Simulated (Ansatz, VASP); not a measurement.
**Ti in VASP and in Ansatz**

INCAR

```
PREC     = Accurate       # precision mode
ENCUT    = 600            # plane-wave cutoff, eV
EDIFF    = 1E-7           # SCF threshold, eV
ISMEAR   = -1             # smearing method
SIGMA    = 0.05           # smearing width, eV
LREAL    = False          # projectors in reciprocal space
LASPH    = True           # aspherical terms in the spheres
NELM     = 60             # most SCF steps
ALGO     = Normal         # electronic algorithm
ISIF     = 3              # what is computed and relaxed
LWAVE    = False          # write WAVECAR
LCHARG   = False          # write CHGCAR
GGA      = PS             # functional
IVDW     = 13             # dispersion correction
IBRION   = 2              # ionic algorithm
NSW      = 60             # ionic steps
EDIFFG   = -0.01          # ionic threshold
```

KPOINTS

```
regular mesh
0
Gamma
  11 11 11
```

File POSCAR:

```
Ti
1.0
    0.0000000000      2.0300000000      2.0300000000
    2.0300000000      0.0000000000      2.0300000000
    2.0300000000      2.0300000000      0.0000000000
Ti
1
Direct
    0.0000000000      0.0000000000      0.0000000000
```

The input input.yaml:

```yaml
crystal:
  lattice:
    - [0.0, 2.03, 2.03]
    - [2.03, 0.0, 2.03]
    - [2.03, 2.03, 0.0]
  atoms:
    - { symbol: Ti, position: [0.0, 0.0, 0.0] }
hamiltonian:
  xc: pbesol
  pseudopotentials: { kind: paw }
  dispersion: d4
kpoints:
  mp_grid: { grid: [11, 11, 11] }
scf:
  occupations: { method: fermi_dirac, width: 0.05 }
output:
  forces: true
  stress: true
  eigenvalues: true
relax:
  f_tol: 0.01
  max_steps: 40
  cell: { stress_tol: 0.05 }
```

Alike in both runs: task relaxation of cell and atoms; functional PBEsol; dispersion D4; k mesh 11 × 11 × 11; occupations fermi-dirac, width 0.05 eV; no spin polarisation.

|  | VASP | Ansatz |
| --- | --- | --- |
| version | VASP 6.6.1 | Ansatz 0.2.0 |
| potentials or method | VASP PAW PBE potentials, release 64 (Ti_sv) | Ansatz PAW |
| plane-wave cutoff (eV) | 600 | 420 |
| valence electrons in the cell | 12 | 12 |

Ansatz gave:

| Property | Result |
| --- | --- |
| gap on the k mesh at the Fermi level, each at its own relaxed structure (eV) | none |
| relaxed volume (Å³/atom) | 16.49 |
| relaxed cell length with the largest relative difference (Å) | 2.857 |

Problem. Which values does VASP return?

Solution. gap on the k mesh at the Fermi level, each at its own relaxed structure (eV): none; relaxed volume (Å³/atom): 16.44; relaxed cell length with the largest relative difference (Å): 2.854.

VASP's potentials were made for PBE, not for PBEsol. A gap of «none» marks a metal or a gap that the smearing closes.

Noted on Ansatz's run: the plane-wave basis is chosen anew once the cell has moved, so the energies of steps on either side of that aren't comparable.
